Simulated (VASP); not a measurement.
# Cu (Fm-3m) in VASP: a series of runs

Cu is run at these levels: PBEsol; tasks: single point, relaxation of cell and atoms.

All numbers are computed with VASP 6.6.1; they aren't measurements. Logs are shortened: lines on timing, memory, paths and dates and some standing lists are left out, and cuts for length are marked.

## 1. The cell of the first run

Symmetry: Fm-3m, No. 225, cubic system. The conventional cell has a = 3.564 Å, b = 3.564 Å, c = 3.564 Å, α = 90.00°, β = 90.00°, γ = 90.00°. Within 3.3 Å of Cu (site symmetry m-3m) lie 12 Cu at 2.52 Å.

## 2. Single point, PBEsol

INCAR reads:

```
PREC = Accurate
ENCUT = 520
EDIFF = 1E-6
ISMEAR = 0
SIGMA = 0.1
LREAL = F
LASPH = T
NELM = 80
ALGO = Normal
ISIF = 2
LWAVE = F
LCHARG = F
GGA = PS
NBANDS = 12
```

KPOINTS reads:

```
regular mesh
0
Gamma
  16 16 16
```

POSCAR reads:

```
Cu
1.0
    0.0000000000      1.7820435798      1.7820435798
    1.7820435798      0.0000000000      1.7820435798
    1.7820435798      1.7820435798      0.0000000000
Cu
1
Direct
    0.0000000000      0.0000000000      0.0000000000
```

Potentials or basis: VASP PAW PBE potentials, release 64 (Cu).

On the command line:

```
$ cat potpaw_PBE.64/Cu/POTCAR > POTCAR
$ mpirun -np 1 vasp_std > vasp.out
```

OUTCAR:

```text
PREC = Accurate
   ENCUT = 520
   EDIFF = 1E-6
   ISMEAR = 0
   LREAL = F
   LASPH = T
   NELM = 80
   ISIF = 2
   GGA = PS

 ion  position               nearest neighbor table
   1  0.000  0.000  0.000-

  LATTYP: Found a face centered cubic cell.
 ALAT       =     3.5640871596

  Lattice vectors:

 A1 = (   0.0000000000,   1.7820435798,   1.7820435798)
 A2 = (   1.7820435798,   0.0000000000,   1.7820435798)
 A3 = (   1.7820435798,   1.7820435798,   0.0000000000)

Analysis of symmetry for initial positions (statically):
=====================================================================
 Subroutine PRICEL returns:
 Original cell was already a primitive cell.

 Routine SETGRP: Setting up the symmetry group for a
 face centered cubic supercell.

 Subroutine GETGRP returns: Found 48 space group operations
 (whereof 48 operations were pure point group operations)
 out of a pool of 48 trial point group operations.

The static configuration has the point symmetry O_h .

Analysis of symmetry for dynamics (positions and initial velocities):
=====================================================================
 Subroutine PRICEL returns:
 Original cell was already a primitive cell.

 Routine SETGRP: Setting up the symmetry group for a
 face centered cubic supercell.

 Subroutine GETGRP returns: Found 48 space group operations
 (whereof 48 operations were pure point group operations)
 out of a pool of 48 trial point group operations.

The dynamic configuration has the point symmetry O_h .

 Subroutine INISYM returns: Found 48 space group operations
 (whereof 48 operations are pure point group operations),
 and found     1 'primitive' translations

----------------------------------------------------------------------------------------

                                     Primitive cell

  volume of cell :      11.3184

  direct lattice vectors                    reciprocal lattice vectors
     0.000000000  1.782043580  1.782043580    -0.280576752  0.280576752  0.280576752
     1.782043580  0.000000000  1.782043580     0.280576752 -0.280576752  0.280576752
     1.782043580  1.782043580  0.000000000     0.280576752  0.280576752 -0.280576752

  length of vectors
     2.520190199  2.520190199  2.520190199     0.485973190  0.485973190  0.485973190

  position of ions in fractional coordinates (direct lattice)
     0.000000000  0.000000000  0.000000000

  ion indices of the primitive-cell ions
   primitive index   ion index
                 1           1

----------------------------------------------------------------------------------------

 KPOINTS: regular mesh

Automatic generation of k-mesh.
 Grid dimensions read from file:
 generate k-points for:   16   16   16

 Generating k-lattice:

  Cartesian coordinates                     Fractional coordinates (reciprocal lattice)
    -0.017536047  0.017536047  0.017536047     0.062500000  0.000000000  0.000000000
     0.017536047 -0.017536047  0.017536047     0.000000000  0.062500000  0.000000000
     0.017536047  0.017536047 -0.017536047     0.000000000  0.000000000  0.062500000

  Length of vectors
     0.030373324  0.030373324  0.030373324

  Shift w.r.t. Gamma in fractional coordinates (k-lattice)
     0.000000000  0.000000000  0.000000000

 Subroutine IBZKPT returns following result:
 ===========================================

 Found    145 irreducible k-points:

 Following reciprocal coordinates:
            Coordinates               Weight
  0.000000  0.000000  0.000000      1.000000
  0.062500  0.000000  0.000000      8.000000
  0.125000  0.000000  0.000000      8.000000
  0.187500  0.000000  0.000000      8.000000
  0.250000  0.000000  0.000000      8.000000
  0.312500  0.000000  0.000000      8.000000
[... 16 lines left out ...]
 -0.125000  0.062500  0.000000     24.000000
 -0.062500  0.062500  0.000000     12.000000
 [... further k-points ...]
   k-points           NKPTS =    145   k-points in BZ     NKDIM =    145   number of bands    NBANDS=     12
   number of dos      NEDOS =    301   number of ions     NIONS =      1
   total plane-waves  NPLWV =   8000
   dimension x,y,z NGX =    20 NGY =   20 NGZ =   20
   dimension x,y,z NGXF=    40 NGYF=   40 NGZF=   40
   ions per type =               1
   NGX,Y,Z   is equivalent  to a cutoff of  13.19, 13.19, 13.19 a.u.
   NGXF,Y,Z  is equivalent  to a cutoff of  26.39, 26.39, 26.39 a.u.
 SYSTEM =  unknown system
   PREC   = accura    normal or accurate (medium, high low for compatibility)
   ISTART =      0    job   : 0-new  1-cont  2-samecut
   ICHARG =      2    charge: 1-file 2-atom 10-const
   ISPIN  =      1    spin polarized calculation?
   LNONCOLLINEAR =      F non collinear calculations
   LSORBIT =      F    spin-orbit coupling
   LASPH  =      T    aspherical Exc in radial PAW
   ENCUT  =  520.0 eV  38.22 Ry    6.18 a.u.   4.69  4.69  4.69*2*pi/ulx,y,z
   NELM   =     80;   NELMIN=  2; NELMDL= -5     # of ELM steps
   EDIFF  = 0.1E-05   stopping-criterion for ELM
   LREAL  =      F    real-space projection
   EDIFFG = 0.1E-04   stopping-criterion for IOM
   NSW    =      0    number of steps for IOM
   IBRION =     -1    ionic relax: 0-MD 1-quasi-New 2-CG
   NFREE  =      0    steps in history (QN), initial steepest desc. (CG)
   ISIF   =      2    stress and relaxation
   ISYM   =      2    0-nonsym 1-usesym 2-fastsym
   POTIM  = 0.5000    time-step for ionic-motion
   TEBEG  =    0.0;   TEEND  =   0.0 temperature during run
   PSTRESS=    0.0 pullay stress
   NELECT =      11.0000    total number of electrons
   NUPDOWN=      -1.0000    fix difference up-down
   EMIN   =  10.00;   EMAX   =-10.00  energy-range for DOS
   EFERMI =   0.00;   METHOD = LEGACY
   ISMEAR =     0;   SIGMA  =   0.10  broadening in eV -4-tet -1-fermi 0-gaus
   EFERMI_NEDOS =   21; number of points for ismear=-14 and -15
   IALGO  =     38    algorithm
   IMIX   =      4    mixing-type and parameters
     AMIX     =   0.40;   BMIX     =  1.00
     AMIX_MAG =   1.60;   BMIX_MAG =  1.00
  volume/ion in A,a.u.               =      11.32        76.38
  Fermi-wavevector in a.u.,A,eV,Ry     =   1.621601  3.064382 35.777753  2.629591
  Thomas-Fermi vector in A             =   2.715351
   LORBIT       =      0    0 simple, 1 ext, 2 COOP (PROOUT), +10 PAW based schemes
   GGA     = PS    functional components
   LHFCALC =     F    Hartree Fock is set to
   AEXX    =    0.0000 exact exchange contribution
   IVDW    =     0    specifies the selected vdW correction
   LEPSILON=     F    determine dielectric tensor
   LRPA    =     F    only Hartree local field effects (RPA)
 non-spin polarized calculation
 Gauss-broadening in eV      SIGMA  =   0.10
  energy-cutoff  :      520.00
  volume of cell :       11.32
 maximum number of plane-waves:       316
   NGX =  9   NGY =  9   NGZ =  9

 number of electron      11.0000013 magnetization

 Free energy of the ion-electron system (eV)
  ---------------------------------------------------
  ext. energy  EPLUGINS =         0.00000000
  ---------------------------------------------------
  free energy    TOTEN  =        -4.30905055 eV

  energy without entropy =       -4.30750615  energy(sigma->0) =       -4.30827835

 E-fermi :   7.8991     XC(G=0): -13.1577

 val. band max:        7.8878858852   @ k =   0.5000   0.1875   0.0625
 cond. band min:       7.9626776516   @ k =   0.5000   0.3125   0.1250
 fundamental gap:      0.0747917664
 Fermi energy:         7.8991444917

 k-point     1 :       0.0000    0.0000    0.0000
  band No.  band energies     occupation
      1      -1.7809      2.00000
      2       4.7805      2.00000
      3       4.7805      2.00000
      4       4.7805      2.00000
      5       5.6693      2.00000
      6       5.6693      2.00000
      7      30.8607      0.00000
      8      33.8078      0.00000
      9      33.8078      0.00000
     10      33.8078      0.00000
     11      36.3265      0.00000
     12      36.3265      0.00000

 k-point     2 :       0.0625    0.0000    0.0000
  band No.  band energies     occupation
      1      -1.6341      2.00000
      2       4.7478      2.00000
      3       4.8092      2.00000
      4       4.8092      2.00000
      5       5.6578      2.00000
      6       5.6578      2.00000
      7      30.0581      0.00000
      8      32.1982      0.00000
      9      33.3578      0.00000
     10      33.3578      0.00000
     11      36.9760      0.00000
     12      36.9760      0.00000

 k-point     3 :       0.1250    0.0000    0.0000
  band No.  band energies     occupation
      1      -1.2004      2.00000
      2       4.6613      2.00000
      3       4.8804      2.00000
      4       4.8804      2.00000
      5       5.6375      2.00000
      6       5.6375      2.00000
      7      27.1820      0.00000
      8      31.5834      0.00000
      9      32.5916      0.00000
     10      32.5916      0.00000
     11      38.2061      0.00000
     12      38.2205      0.00000
[... 286 lines left out ...]
 k-point    23 :      -0.1250    0.0625    0.0000
  band No.  band energies     occupation
      1      -0.8695      2.00000
      2       4.5856      2.00000
      3       4.9343      2.00000
      4       4.9355      2.00000
      5       5.5435      2.00000
      6       5.7194      2.00000
      7      26.1738      0.00000
      8      28.9228      0.00000
      9      32.8673      0.00000
     10      34.3242      0.00000
     11      36.6061      0.00000
     12      37.3358      0.00000

 k-point    24 :      -0.0625    0.0625    0.0000
  band No.  band energies     occupation
      1      -1.3917      2.00000
      2       4.6879      2.00000
      3       4.8508      2.00000
      4       4.8650      2.00000
      5       5.6012      2.00000
      6       5.6833      2.00000
      7      28.9877      0.00000
      8      30.2153      0.00000
      9      32.7800      0.00000
     10      34.3608      0.00000
     11      36.5179      0.00000
     12      37.1247      0.00000

 [... further k-points ...]

------------------------ aborting loop because EDIFF is reached ----------------------------------------

  FORCE on cell =-STRESS in cart. coord.  units (eV):
  Direction    XX          YY          ZZ          XY          YZ          ZX
  --------------------------------------------------------------------------------------
  -------------------------------------------------------------------------------------
  Total        0.0538649      0.0538649      0.0538649     -0.0000000      0.0000000      0.0000000
  in kB        7.6248527      7.6248527      7.6248527     -0.0000000      0.0000000      0.0000000
  external PRESSURE =       7.6248527 kB  Pullay stress =       0.0000000 kB

 VOLUME and BASIS-vectors are now :
 -----------------------------------------------------------------------------
  energy-cutoff  :      520.00
  volume of cell :       11.32
      direct lattice vectors                 reciprocal lattice vectors
     0.000000000  1.782043580  1.782043580    -0.280576752  0.280576752  0.280576752
     1.782043580  0.000000000  1.782043580     0.280576752 -0.280576752  0.280576752
     1.782043580  1.782043580  0.000000000     0.280576752  0.280576752 -0.280576752

 POSITION                                       TOTAL-FORCE (eV/Angst)
 -----------------------------------------------------------------------------------
      0.00000      0.00000      0.00000        -0.000000     -0.000000      0.000000
 -----------------------------------------------------------------------------------
    total drift:                               -0.000000     -0.000000     -0.000000

  FREE ENERGIE OF THE ION-ELECTRON SYSTEM (eV)
  ---------------------------------------------------
  free  energy   TOTEN  =        -4.3090505457 eV

  energy  without entropy=       -4.3075061544  energy(sigma->0) =       -4.30827835
```

Run time: 35 s. Hardware: 1 thread of Intel Xeon 6975P-C, shared host; peak memory 0.1 GiB.

What came out:

- Free energy: -4.3091 eV
- Pressure: 0.8 GPa

Levels at points of the mesh, in eV from the Fermi level:
| k point | band 4 | band 5 | band 6 | band 7 | band 8 | band 9 |
| --- | --- | --- | --- | --- | --- | --- |
| (0.00, 0.00, 0.00) | -3.12 | -2.23 | -2.23 | 22.96 | 25.91 | 25.91 |
| (0.50, 0.00, 0.00) | -1.62 | -1.62 | -1.13 | 4.00 | 21.43 | 22.72 |
| (0.50, 0.50, 0.00) | -1.47 | -1.47 | 1.46 | 7.44 | 13.40 | 13.40 |

Caveat: the PAW data sets were made with another functional, which shifts forces and pressure a little.

(Part 1 of 2 ends here.)
